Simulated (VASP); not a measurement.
A run of VASP 6.6.1 is set up as follows.

INCAR

```
PREC = Accurate
ENCUT = 520
EDIFF = 1E-7
ISMEAR = -1
SIGMA = 0.05
LREAL = F
LASPH = T
NELM = 60
ALGO = Normal
ISIF = 2
LWAVE = F
LCHARG = F
GGA = PS
NBANDS = 13
```

Contents of KPOINTS:

```
regular mesh
0
Gamma
  11 11 11
```

The input POSCAR:

```
Sn
1.0
    3.4060750000      0.0000000000      0.0000000000
   -0.1954335462      3.4004635911      0.0000000000
   -1.5549314988     -1.7478085993      2.4756211423
Sn
1
Direct
    0.0000000000      0.0000000000      0.0000000000
```

Potentials or basis: VASP PAW PBE potentials, release 64 (Sn_d).

Command:

```sh
$ cat potpaw_PBE.64/Sn_d/POTCAR > POTCAR
$ mpirun -np 1 vasp_std > vasp.out
```

Predict the band gap on the k mesh.

zero (band 7 reaches 14.37 eV, above the bottom of band 8 at 5.58 eV).

Estimate the pressure.

-3.7 GPa.

Stress tensor (GPa, compression positive):
```
-3.61  0.28 -0.59
 0.28 -3.58  0.56
-0.59  0.56 -3.83
```

Caveat: the PAW data sets were made with another functional, which shifts forces and pressure a little; spin-orbit coupling is left out, which moves the levels of the heavy elements.
